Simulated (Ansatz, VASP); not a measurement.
**Ca: VASP beside Ansatz**

```
CELL_PARAMETERS angstrom
3.57587 0.00000 0.00000
0.00000 3.57587 0.00000
0.00000 0.00000 3.48866
ATOMIC_POSITIONS crystal
Ca 0.00000 0.00000 0.00000
```

Change from the starting cell: strain +0.025 along x and y, +0.000 along z, atoms carried along.

Alike in both runs: task single point; functional LDA; k mesh 14 × 14 × 14; occupations gaussian, width 0.15 eV; no spin polarisation.

|  | VASP | Ansatz |
| --- | --- | --- |
| version | VASP 6.6.1 | Ansatz 0.2.0 |
| potentials or method | VASP PAW LDA potentials, release 64 (Ca_sv), cutoff 520 eV | scalar-relativistic, plane waves, PAW |
| valence electrons in the cell | 10 | 10 |

|  | VASP | Ansatz | Ansatz less VASP |
| --- | --- | --- | --- |
| gap on the k mesh at the Fermi level (eV) | none | none | - |
| pressure (GPa) | -1.6 | -1.6 | +0.03 |
| traceless stress, the component that is largest in VASP (GPa) | 0.70 | 0.70 | -0.003 |

LDA's correlation is that of Perdew and Zunger in VASP and of Perdew and Wang (1992) in Ansatz. A gap of «none» marks a metal or a gap that the smearing closes.
